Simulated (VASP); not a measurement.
# Ti3Al (P-6m2) in VASP: further runs, part 2 of 2

VASP 6.6.1. Earlier steps stand in the parts before.

### 5 Single point, PBEsol (17.03 Å³/atom)

This run uses another cell than the first one, of 17.03 Å³/atom.

Input file INCAR:

```
SYSTEM = Ti3Al
PREC = Accurate ; ENCUT = 520
EDIFF = 1E-7 ; ISMEAR = 0
SIGMA = 0.15 ; LREAL = .False.
LASPH = .True. ; NELM = 80
ALGO = Fast ; ISIF = 2
LWAVE = .False. ; LCHARG = .True.
GGA = PS ; LELF = .True.
LVHAR = .True. ; NBANDS = 28
```

Input file KPOINTS:

```
Automatic mesh
0
Gamma
  18 18 6
  0 0 0
```

Input file POSCAR:

```
Ti3Al
1.0
    2.7490826652      0.0000000000      0.0000000000
   -1.3745413326      2.3807754252      0.0000000000
    0.0000000000      0.0000000000     10.4080269705
Ti Al
3 1
Direct
    0.6666666667      0.3333333333      0.0000000000
    0.3333333333      0.6666666667      0.7511732072
    0.3333333333      0.6666666667      0.2488267928
    0.6666666667      0.3333333333      0.5000000000
```

Potentials or basis: VASP PAW PBE potentials, release 64 (Ti_sv, Al).

Launch:

```console
cat potpaw_PBE.64/Ti_sv/POTCAR potpaw_PBE.64/Al/POTCAR > POTCAR
mpirun -np 1 vasp_std > vasp.out
```

OUTCAR:

```text
SYSTEM = Ti3Al
   PREC = Accurate
   ENCUT = 520
   EDIFF = 1E-7
   ISMEAR = 0
   LREAL = .False.
   LASPH = .True.
   NELM = 80
   ISIF = 2
   GGA = PS

 ion  position               nearest neighbor table
   1  0.667  0.333  0.000-
   2  0.333  0.667  0.751-   4 3.06   4 3.06   4 3.06
   3  0.333  0.667  0.249-   4 3.06   4 3.06   4 3.06
   4  0.667  0.333  0.500-   2 3.06   3 3.06   2 3.06   3 3.06   2 3.06   3 3.06

  LATTYP: Found a hexagonal cell.
 ALAT       =     2.7490826652
 C/A-ratio  =     3.7860000000

  Lattice vectors:

 A1 = (   2.7490826652,   0.0000000000,   0.0000000000)
 A2 = (  -1.3745413326,   2.3807754252,   0.0000000000)
 A3 = (   0.0000000000,   0.0000000000,  10.4080269705)

Analysis of symmetry for initial positions (statically):
=====================================================================
 Subroutine PRICEL returns:
 Original cell was already a primitive cell.

 Routine SETGRP: Setting up the symmetry group for a
 hexagonal supercell.

 Subroutine GETGRP returns: Found 12 space group operations
 (whereof 12 operations were pure point group operations)
 out of a pool of 24 trial point group operations.

The static configuration has the point symmetry D_3h.

Analysis of symmetry for dynamics (positions and initial velocities):
=====================================================================
 Subroutine PRICEL returns:
 Original cell was already a primitive cell.

 Routine SETGRP: Setting up the symmetry group for a
 hexagonal supercell.

 Subroutine GETGRP returns: Found 12 space group operations
 (whereof 12 operations were pure point group operations)
 out of a pool of 24 trial point group operations.

The dynamic configuration has the point symmetry D_3h.

 Subroutine INISYM returns: Found 12 space group operations
[... 116 lines left out ...]
   ISMEAR =     0;   SIGMA  =   0.15  broadening in eV -4-tet -1-fermi 0-gaus
   EFERMI_NEDOS =   21; number of points for ismear=-14 and -15
   IALGO  =     68    algorithm
   IMIX   =      4    mixing-type and parameters
     AMIX     =   0.40;   BMIX     =  1.00
     AMIX_MAG =   1.60;   BMIX_MAG =  1.00
  volume/ion in A,a.u.               =      17.03       114.92
  Fermi-wavevector in a.u.,A,eV,Ry     =   1.359371  2.568840 25.142081  1.847891
  Thomas-Fermi vector in A             =   2.486125
   LORBIT       =      0    0 simple, 1 ext, 2 COOP (PROOUT), +10 PAW based schemes
   GGA     = PS    functional components
   LHFCALC =     F    Hartree Fock is set to
   AEXX    =    0.0000 exact exchange contribution
   IVDW    =     0    specifies the selected vdW correction
   LEPSILON=     F    determine dielectric tensor
   LRPA    =     F    only Hartree local field effects (RPA)
 non-spin polarized calculation
 RMM-DIIS sequential band-by-band and
 Gauss-broadening in eV      SIGMA  =   0.15
  energy-cutoff  :      520.00
  volume of cell :       68.12
 maximum number of plane-waves:      1852
   NGX = 11   NGY = 11   NGZ = 39

 number of electron      39.0000001 magnetization

 Free energy of the ion-electron system (eV)
  ---------------------------------------------------
  ext. energy  EPLUGINS =         0.00000000
  ---------------------------------------------------
  free energy    TOTEN  =       -29.05188645 eV

  energy without entropy =      -28.99053862  energy(sigma->0) =      -29.02121253

 E-fermi :   8.0261     XC(G=0): -11.3105

 val. band max:        8.0248227909   @ k =   0.4444   0.1111   0.3333
 cond. band min:       8.0285258023   @ k =   0.1667   0.0000   0.3333
 fundamental gap:      0.0037030114
 Fermi energy:         8.0261494303

 k-point     1 :       0.0000    0.0000    0.0000
  band No.  band energies     occupation
      1     -48.3790      2.00000
      2     -48.3716      2.00000
      3     -48.2786      2.00000
      4     -24.8923      2.00000
      5     -24.7710      2.00000
      6     -24.5099      2.00000
[... 733 lines left out ...]
     27      10.8993      0.00000
     28      11.2400      0.00000

 [... further k-points ...]

------------------------ aborting loop because EDIFF is reached ----------------------------------------

  FORCE on cell =-STRESS in cart. coord.  units (eV):
  Direction    XX          YY          ZZ          XY          YZ          ZX
  --------------------------------------------------------------------------------------
  -------------------------------------------------------------------------------------
  Total        1.3984478      1.3984478     -6.5249988      0.0000000      0.0000000      0.0000000
  in kB       32.8913890     32.8913891   -153.4674851      0.0000000      0.0000000      0.0000000
  external PRESSURE =     -29.2282357 kB  Pullay stress =       0.0000000 kB

 VOLUME and BASIS-vectors are now :
 -----------------------------------------------------------------------------
  energy-cutoff  :      520.00
  volume of cell :       68.12
      direct lattice vectors                 reciprocal lattice vectors
     2.749082665  0.000000000  0.000000000     0.363757705  0.210015609  0.000000000
    -1.374541333  2.380775425  0.000000000     0.000000000  0.420031217  0.000000000
     0.000000000  0.000000000 10.408026970     0.000000000  0.000000000  0.096079690

 POSITION                                       TOTAL-FORCE (eV/Angst)
 -----------------------------------------------------------------------------------
      1.37454      0.79359      0.00000         0.000000     -0.000000      0.000000
     -0.00000      1.58718      7.81823        -0.000000      0.000000     -0.463857
     -0.00000      1.58718      2.58980        -0.000000     -0.000000      0.463857
      1.37454      0.79359      5.20401        -0.000000      0.000000      0.000000
 -----------------------------------------------------------------------------------
    total drift:                               -0.000000      0.000000     -0.000000

  FREE ENERGIE OF THE ION-ELECTRON SYSTEM (eV)
  ---------------------------------------------------
  free  energy   TOTEN  =       -29.0518864479 eV

  energy  without entropy=      -28.9905386208  energy(sigma->0) =      -29.02121253
```

stdout:

```text
POSCAR found type information on POSCAR TiAl
 POSCAR found :  2 types and       4 ions
 scaLAPACK will be used
 -----------------------------------------------------------------------------
[... 59 lines left out ...]
WARNING in EDDRMM: call to ZHEGV failed, returncode =   8  4     12
 num prob RMM:  33    -0.290518761264E+02   -0.31600E-05   -0.29672E-05 12635   0.204E-02    0.189E-02
 num prob  num prob  num prob  num prob  num prob  num prob  num prob  num prob  num prob  num prob  num prob WARNING in EDDRMM: call to ZHEGV failed, returncode =   8  4      4
 num prob  num prob  num prob  num prob  num prob  num prob  num prob  num prob  num prob  num prob  num prob  num prob  num prob  num prob  num prob  num prob  num prob  num prob  num prob  num prob  num prob  num prob  num prob  num prob  num prob  num prob WARNING in EDDRMM: call to ZHEGV failed, returncode =   6  3
```

Wall time 11 min (1 thread of AMD EPYC 9R45 (Zen 5), shared host); peak memory 0.31 GiB.

What came out:

* Free energy: -29.0519 eV
* Pressure: -2.9 GPa
* Largest force: 0.464 eV/Å
* Band gap on the k mesh: zero (an odd number of electrons rules out a gap without spin polarisation)

Forces on the atoms (eV/Å):
```
Ti   0.000  0.000  0.000
Ti   0.000  0.000 -0.464
Ti   0.000  0.000  0.464
Al   0.000  0.000  0.000
```

Caveat: the PAW data sets were made with another functional, which shifts forces and pressure a little.

### 6 Single point, PBEsol (15.26 Å³/atom)

This run uses another cell than the first one, of 15.26 Å³/atom.

Input file INCAR:

```
PREC = Accurate
ENCUT = 520
EDIFF = 1E-7
ISMEAR = 0
SIGMA = 0.15
LREAL = False
LASPH = True
NELM = 100
ALGO = Fast
ISIF = 2
LWAVE = False
LCHARG = True
GGA = PS
LELF = True
LVHAR = True
NBANDS = 28
```

Input file KPOINTS:

```
regular mesh
0
Gamma
  18 18 6
```

Input file POSCAR:

```
Ti3Al
1.0
    2.8736102185      0.0000000000      0.0000000000
   -1.4368051093      2.4886194499      0.0000000000
    0.0000000000      0.0000000000      8.5354844322
Ti Al
3 1
Direct
    0.6666666667      0.3333333333      0.0000000000
    0.3333333333      0.6666666667      0.7511732072
    0.3333333333      0.6666666667      0.2488267928
    0.6666666667      0.3333333333      0.5000000000
```

Potentials or basis: VASP PAW PBE potentials, release 64 (Ti_sv, Al).

Launch:

```console
cat potpaw_PBE.64/Ti_sv/POTCAR potpaw_PBE.64/Al/POTCAR > POTCAR
mpirun -np 1 vasp_std > vasp.out
```

OUTCAR:

```text
PREC = Accurate
   ENCUT = 520
   EDIFF = 1E-7
   ISMEAR = 0
   LREAL = False
   LASPH = True
   NELM = 100
   ISIF = 2
   GGA = PS

 ion  position               nearest neighbor table
   1  0.667  0.333  0.000-   2 2.70   3 2.70   2 2.70   3 2.70   2 2.70   3 2.70
   2  0.333  0.667  0.751-   1 2.70   1 2.70   1 2.70   4 2.71   4 2.71   4 2.71
   3  0.333  0.667  0.249-   1 2.70   1 2.70   1 2.70   4 2.71   4 2.71   4 2.71
   4  0.667  0.333  0.500-   2 2.71   3 2.71   2 2.71   3 2.71   2 2.71   3 2.71

  LATTYP: Found a hexagonal cell.
 ALAT       =     2.8736102185
 C/A-ratio  =     2.9703000001

  Lattice vectors:

 A1 = (   2.8736102185,   0.0000000000,   0.0000000000)
 A2 = (  -1.4368051093,   2.4886194499,   0.0000000000)
 A3 = (   0.0000000000,   0.0000000000,   8.5354844322)

Analysis of symmetry for initial positions (statically):
=====================================================================
 Subroutine PRICEL returns:
 Original cell was already a primitive cell.

 Routine SETGRP: Setting up the symmetry group for a
 hexagonal supercell.

 Subroutine GETGRP returns: Found 12 space group operations
 (whereof 12 operations were pure point group operations)
 out of a pool of 24 trial point group operations.

The static configuration has the point symmetry D_3h.

Analysis of symmetry for dynamics (positions and initial velocities):
=====================================================================
 Subroutine PRICEL returns:
 Original cell was already a primitive cell.

 Routine SETGRP: Setting up the symmetry group for a
 hexagonal supercell.

 Subroutine GETGRP returns: Found 12 space group operations
 (whereof 12 operations were pure point group operations)
 out of a pool of 24 trial point group operations.

The dynamic configuration has the point symmetry D_3h.

 Subroutine INISYM returns: Found 12 space group operations
 (whereof 12 operations are pure point group operations),
 and found     1 'primitive' translations

----------------------------------------------------------------------------------------

                                     Primitive cell

  volume of cell :      61.0400

  direct lattice vectors                    reciprocal lattice vectors
     2.873610219  0.000000000  0.000000000     0.347994308  0.200914608  0.000000000
    -1.436805109  2.488619450  0.000000000     0.000000000  0.401829215  0.000000000
     0.000000000  0.000000000  8.535484432     0.000000000  0.000000000  0.117157967

  length of vectors
     2.873610219  2.873610219  8.535484432     0.401829215  0.401829215  0.117157967

  position of ions in fractional coordinates (direct lattice)
     0.666666667  0.333333333  0.000000000
     0.333333333  0.666666667  0.751173207
     0.333333333  0.666666667  0.248826793
     0.666666667  0.333333333  0.500000000

  ion indices of the primitive-cell ions
   primitive index   ion index
                 1           1
                 2           2
                 3           3
                 4           4

----------------------------------------------------------------------------------------

 KPOINTS: regular mesh

Automatic generation of k-mesh.
 Grid dimensions read from file:
 generate k-points for:   18   18    6

 Generating k-lattice:

  Cartesian coordinates                     Fractional coordinates (reciprocal lattice)
     0.019333017  0.011161923  0.000000000     0.055555556  0.000000000  0.000000000
     0.000000000  0.022323845  0.000000000     0.000000000  0.055555556  0.000000000
     0.000000000  0.000000000  0.019526328     0.000000000  0.000000000  0.166666667

  Length of vectors
     0.022323845  0.022323845  0.019526328

  Shift w.r.t. Gamma in fractional coordinates (k-lattice)
     0.000000000  0.000000000  0.000000000

 Subroutine IBZKPT returns following result:
 ===========================================

 Found    148 irreducible k-points:

 Following reciprocal coordinates:
            Coordinates               Weight
  0.000000  0.000000  0.000000      1.000000
  0.055556  0.000000  0.000000      6.000000
  0.111111  0.000000  0.000000      6.000000
  0.166667  0.000000  0.000000      6.000000
  0.222222 -0.000000  0.000000      6.000000
  0.277778  0.000000  0.000000      6.000000
[... 16 lines left out ...]
  0.333333  0.111111  0.000000     12.000000
  0.388889  0.111111  0.000000     12.000000
 [... further k-points ...]
   k-points           NKPTS =    148   k-points in BZ     NKDIM =    148   number of bands    NBANDS=     28
   number of dos      NEDOS =    301   number of ions     NIONS =      4
   total plane-waves  NPLWV =  36864
   dimension x,y,z NGX =    24 NGY =   24 NGZ =   64
   dimension x,y,z NGXF=    48 NGYF=   48 NGZF=  128
   ions per type =               3   1
   NGX,Y,Z   is equivalent  to a cutoff of  13.88, 13.88, 12.47 a.u.
   NGXF,Y,Z  is equivalent  to a cutoff of  27.77, 27.77, 24.93 a.u.
 SYSTEM =  unknown system
   PREC   = accura    normal or accurate (medium, high low for compatibility)
   ISTART =      0    job   : 0-new  1-cont  2-samecut
   ICHARG =      2    charge: 1-file 2-atom 10-const
   ISPIN  =      1    spin polarized calculation?
   LNONCOLLINEAR =      F non collinear calculations
   LSORBIT =      F    spin-orbit coupling
   LASPH  =      T    aspherical Exc in radial PAW
   ENCUT  =  520.0 eV  38.22 Ry    6.18 a.u.   5.34  5.34 15.87*2*pi/ulx,y,z
   NELM   =    100;   NELMIN=  2; NELMDL= -5     # of ELM steps
   EDIFF  = 0.1E-06   stopping-criterion for ELM
   LREAL  =      F    real-space projection
   EDIFFG = 0.1E-05   stopping-criterion for IOM
   NSW    =      0    number of steps for IOM
   IBRION =     -1    ionic relax: 0-MD 1-quasi-New 2-CG
   NFREE  =      0    steps in history (QN), initial steepest desc. (CG)
   ISIF   =      2    stress and relaxation
   ISYM   =      2    0-nonsym 1-usesym 2-fastsym
   POTIM  = 0.5000    time-step for ionic-motion
   TEBEG  =    0.0;   TEEND  =   0.0 temperature during run
   PSTRESS=    0.0 pullay stress
   NELECT =      39.0000    total number of electrons
   NUPDOWN=      -1.0000    fix difference up-down
   EMIN   =  10.00;   EMAX   =-10.00  energy-range for DOS
   EFERMI =   0.00;   METHOD = LEGACY
   ISMEAR =     0;   SIGMA  =   0.15  broadening in eV -4-tet -1-fermi 0-gaus
   EFERMI_NEDOS =   21; number of points for ismear=-14 and -15
   IALGO  =     68    algorithm
   IMIX   =      4    mixing-type and parameters
     AMIX     =   0.40;   BMIX     =  1.00
     AMIX_MAG =   1.60;   BMIX_MAG =  1.00
  volume/ion in A,a.u.               =      15.26       102.98
  Fermi-wavevector in a.u.,A,eV,Ry     =   1.410019  2.664549 27.050458  1.988153
  Thomas-Fermi vector in A             =   2.532015
   LORBIT       =      0    0 simple, 1 ext, 2 COOP (PROOUT), +10 PAW based schemes
   GGA     = PS    functional components
   LHFCALC =     F    Hartree Fock is set to
   AEXX    =    0.0000 exact exchange contribution
   IVDW    =     0    specifies the selected vdW correction
   LEPSILON=     F    determine dielectric tensor
   LRPA    =     F    only Hartree local field effects (RPA)
 non-spin polarized calculation
 RMM-DIIS sequential band-by-band and
 Gauss-broadening in eV      SIGMA  =   0.15
  energy-cutoff  :      520.00
  volume of cell :       61.04
 maximum number of plane-waves:      1676
 NGX is ok and might be reduce to    24
   NGX = 11   NGY = 11   NGZ = 31

 number of electron      39.0000001 magnetization

 Free energy of the ion-electron system (eV)
  ---------------------------------------------------
  ext. energy  EPLUGINS =         0.00000000
  ---------------------------------------------------
  free energy    TOTEN  =       -29.35917292 eV

  energy without entropy =      -29.32117293  energy(sigma->0) =      -29.34017293

 E-fermi :   9.0581     XC(G=0): -11.8412

 val. band max:        9.0521451669   @ k =   0.3889   0.1667   0.0000
 cond. band min:       9.0588982771   @ k =   0.3333   0.2222   0.0000
 fundamental gap:      0.0067531102
 Fermi energy:         9.0580618419

 k-point     1 :       0.0000    0.0000    0.0000
  band No.  band energies     occupation
      1     -47.2218      2.00000
      2     -47.1031      2.00000
      3     -47.0101      2.00000
      4     -24.0003      2.00000
      5     -23.5746      2.00000
      6     -23.2063      2.00000
[... 733 lines left out ...]
     27      12.5555      0.00000
     28      12.9723      0.00000

 [... further k-points ...]

------------------------ aborting loop because EDIFF is reached ----------------------------------------

  FORCE on cell =-STRESS in cart. coord.  units (eV):
  Direction    XX          YY          ZZ          XY          YZ          ZX
  --------------------------------------------------------------------------------------
  -------------------------------------------------------------------------------------
  Total        2.8869420      2.8869420      7.8053553     -0.0000000      0.0000000     -0.0000000
  in kB       75.7764247     75.7764247    204.8748895     -0.0000000      0.0000000     -0.0000000
  external PRESSURE =     118.8092463 kB  Pullay stress =       0.0000000 kB

 VOLUME and BASIS-vectors are now :
 -----------------------------------------------------------------------------
  energy-cutoff  :      520.00
  volume of cell :       61.04
      direct lattice vectors                 reciprocal lattice vectors
     2.873610219  0.000000000  0.000000000     0.347994308  0.200914608  0.000000000
    -1.436805109  2.488619450  0.000000000     0.000000000  0.401829215  0.000000000
     0.000000000  0.000000000  8.535484432     0.000000000  0.000000000  0.117157967

 POSITION                                       TOTAL-FORCE (eV/Angst)
 -----------------------------------------------------------------------------------
      1.43681      0.82954      0.00000         0.000000      0.000000      0.000000
     -0.00000      1.65908      6.41163        -0.000000      0.000000      0.084621
     -0.00000      1.65908      2.12386         0.000000      0.000000     -0.084621
      1.43681      0.82954      4.26774        -0.000000      0.000000      0.000000
 -----------------------------------------------------------------------------------
    total drift:                                0.000000     -0.000000     -0.000000

  FREE ENERGIE OF THE ION-ELECTRON SYSTEM (eV)
  ---------------------------------------------------
  free  energy   TOTEN  =       -29.3591729222 eV

  energy  without entropy=      -29.3211729280  energy(sigma->0) =      -29.34017293
```

It took 8 min on 1 thread of Intel Xeon 6975P-C (Granite Rapids), shared host; peak memory 0.33 GiB.

What came out:

| Item | Value |
| --- | --- |
| Free energy | -29.3592 eV |
| Pressure | 11.9 GPa |
| Largest force | 0.085 eV/Å |
| Band gap on the k mesh | zero (an odd number of electrons rules out a gap without spin polarisation) |

Forces in eV/Å, atoms in the order of the input:
```
Ti   0.000  0.000  0.000
Ti   0.000  0.000  0.085
Ti   0.000  0.000 -0.085
Al   0.000  0.000  0.000
```

Caveat: the cell stands under pressure; the PAW data sets were made with another functional, which shifts forces and pressure a little.

### 7 The runs side by side

```csv
cell,further INCAR settings,gap on the mesh (eV),pressure (GPa),largest force (eV/Å)
"a = 2.781, b = 2.781, c = 9.908 Å, angles 90.0, 90.0, 120.0°, 4 atoms",ALGO = Fast; EDIFF = 1e-06; NBANDS = 28,none,-0.4,0.34
"a = 2.981, b = 2.981, c = 8.853 Å, angles 90.0, 90.0, 120.0°, 4 atoms",ALGO = Fast; EDIFF = 1e-07; NBANDS = 28,none,-2.4,0.11
"a = 3.104, b = 3.104, c = 8.166 Å, angles 90.0, 90.0, 120.0°, 4 atoms",ALGO = Fast; EDIFF = 1e-06; NBANDS = 28,none,-0.5,0.05
"a = 2.749, b = 2.749, c = 10.408 Å, angles 90.0, 90.0, 120.0°, 4 atoms",ALGO = Fast; EDIFF = 1e-07; NBANDS = 28,none,-2.9,0.46
"a = 2.874, b = 2.874, c = 8.535 Å, angles 90.0, 90.0, 120.0°, 4 atoms",ALGO = Fast; EDIFF = 1e-07; NBANDS = 28,none,11.9,0.08
```

Alike in all rows: task single point; level PBEsol; potentials or basis VASP PAW PBE potentials, release 64 (Ti_sv, Al); no spin polarisation; k mesh 18 × 18 × 6; cutoff (eV) 520; smearing gaussian 0.15 eV.

Caveats: the PAW data sets were made with another functional, which shifts forces and pressure a little; the cell stands under pressure (at least some runs).

Absolute energies hang on the potentials; compare differences alone.
